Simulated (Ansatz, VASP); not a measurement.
**Ca: VASP beside Ansatz**

File INCAR:

```
PREC = Accurate
ENCUT = 520
EDIFF = 1E-6
ISMEAR = -1
SIGMA = 0.5
LREAL = F
LASPH = T
NELM = 80
ALGO = Fast
ISIF = 2
LWAVE = F
LCHARG = F
GGA = PE
NBANDS = 11
```

KPOINTS

```
regular mesh
0
Gamma
  6 6 6
```

File POSCAR:

```
Ca
1.0
   -2.2052049036      2.2052049036      2.1961148100
    2.2052049036     -2.2052049036      2.1961148100
    2.2052049036      2.2052049036     -2.1961148100
Ca
1
Direct
    0.5000000000      0.5000000000      0.0000000000
```

Input for Ansatz:

```yaml
crystal:
  lattice:
    - [-2.2052049036, 2.2052049036, 2.19611481]
    - [2.2052049036, -2.2052049036, 2.19611481]
    - [2.2052049036, 2.2052049036, -2.19611481]
  atoms:
    - { symbol: Ca, position: [0.5, 0.5, 0.0] }
basis:
  ecutwfc: "23 Ha"
kpoints:
  mp_grid: { grid: [6, 6, 6] }
hamiltonian:
  xc: pbe
  dispersion: none
scf:
  occupations: { method: fermi_dirac, width: 0.5 }
output:
  forces: true
  stress: true
  eigenvalues: true
```

Alike in both runs: task single point; functional PBE; k mesh 6 × 6 × 6; occupations fermi-dirac, width 0.5 eV; no spin polarisation.

```csv
,VASP,Ansatz
version,VASP 6.6.1,Ansatz 0.2.0
potentials or method,"VASP PAW PBE potentials, release 64 (Ca_sv), cutoff 520 eV","scalar-relativistic, plane waves, PAW"
valence electrons in the cell,10,10
```

|  | VASP | Ansatz | Ansatz less VASP |
| --- | --- | --- | --- |
| gap on the k mesh at the Fermi level (eV) | none | none | - |
| pressure (GPa) | 0.1 | 0.1 | +0.01 |

A gap of «none» marks a metal or a gap that the smearing closes.
